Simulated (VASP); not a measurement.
Set up this calculation in VASP 6.6.1, as the native input.

```yaml
Task: single point
Functional: PBE
Potentials_or_basis: VASP PAW PBE potentials, release 64 (C)
Cutoff: 600 eV
k_mesh: 9 × 9 × 9
Occupations: gaussian, width 0.02 eV
Spin: no spin polarisation
Dipole_correction: no
Further_INCAR_settings: ALGO = Normal; EDIFF = 1e-06; NBANDS = 11
```

The structure of C lies in POSCAR:

```
C
1.0
    0.0285728479      1.7875887998      1.7875887998
    1.7875887998      0.0285728479      1.7875887998
    1.7875887998      1.7875887998      0.0285728479
C
2
Direct
    0.0001625484      0.0001625484      0.0001625484
    0.2498374516      0.2498374516      0.2498374516
```

This cell differs from its parent crystal: strained cell.

The input as run:

INCAR

```
PREC = Accurate
ENCUT = 600
EDIFF = 1E-6
ISMEAR = 0
SIGMA = 0.02
LREAL = F
LASPH = T
NELM = 120
ALGO = Normal
ISIF = 2
LWAVE = F
LCHARG = F
GGA = PE
NBANDS = 11
GGA_COMPAT = F
```

KPOINTS

```
regular mesh
0
Gamma
  9 9 9
```

Potentials or basis: VASP PAW PBE potentials, release 64 (C).

The run is started by

```bash
$ cat potpaw_PBE.64/C/POTCAR > POTCAR
$ mpirun -np 1 vasp_std > vasp.out
```

It gave:

```
Pressure               : 9.9 GPa
Largest force          : 0.008 eV/Å
Band gap on the k mesh : 4.15 eV (least direct gap 5.11 eV)
```

Caveat: the cell differs from its parent crystal (strained cell); the cell stands under pressure; an odd mesh through Γ misses points on the zone boundary, where band edges can lie.

Run time: 10 s on 1 thread of AMD EPYC 7R13 Processor (Zen 3), on a shared host, peak memory 0.09 GiB.
